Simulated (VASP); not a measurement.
A run of VASP 6.6.1 is set up as follows.

Contents of INCAR:

```
SYSTEM = Si2W
PREC = Accurate ; ENCUT = 600
EDIFF = 1E-6 ; ISMEAR = 0
SIGMA = 0.1 ; LREAL = .FALSE.
LASPH = .TRUE. ; NELM = 60
ALGO = Normal ; ISIF = 3
LWAVE = .FALSE. ; LCHARG = .FALSE.
GGA = PE ; IBRION = 2
NSW = 90 ; EDIFFG = -0.04
```

KPOINTS

```
Automatic mesh
0
G
  4 4 6
  0 0 0
```

The input POSCAR:

```
Si2W
1.0
    2.6952269400     -3.5769423300      0.0000000000
    2.6952269400      3.5769423300      0.0000000000
    0.0000000000      0.0000000000      2.7223819300
Si W
2 1
Direct
    0.0000000000      0.5000000000      0.0000000000
    0.5000000000      0.0000000000      0.0000000000
    0.0000000000      0.0000000000      0.0000000000
```

Potentials or basis: VASP PAW PBE potentials, release 64 (Si, W_sv).

Command:

```console
$ cat potpaw_PBE.64/Si/POTCAR potpaw_PBE.64/W_sv/POTCAR > POTCAR
$ mpirun -np 1 vasp_std > vasp.out
```

Q: Estimate the space group after relaxing (to 0.05 Å).

A: Cmmm (No. 65).

Q: Estimate the relaxed volume.

A: 19.96 Å³/atom.

Q: What does it give for the band gap on the k mesh?

A: Zero (band 11 reaches 8.43 eV, above the bottom of band 12 at 6.03 eV).

Q: Estimate the relaxed cell.

A: a = 4.912 Å, b = 4.912 Å, c = 2.648 Å, α = 90.00°, β = 90.00°, γ = 110.36°.

Stress tensor (GPa, compression positive):
```
 0.21  0.00  0.00
 0.00 -0.22  0.00
 0.00  0.00  0.00
```

Caveat: the k points lie up to 0.40 Å⁻¹ apart in the final cell; spin-orbit coupling is left out, which moves the levels of the heavy elements.
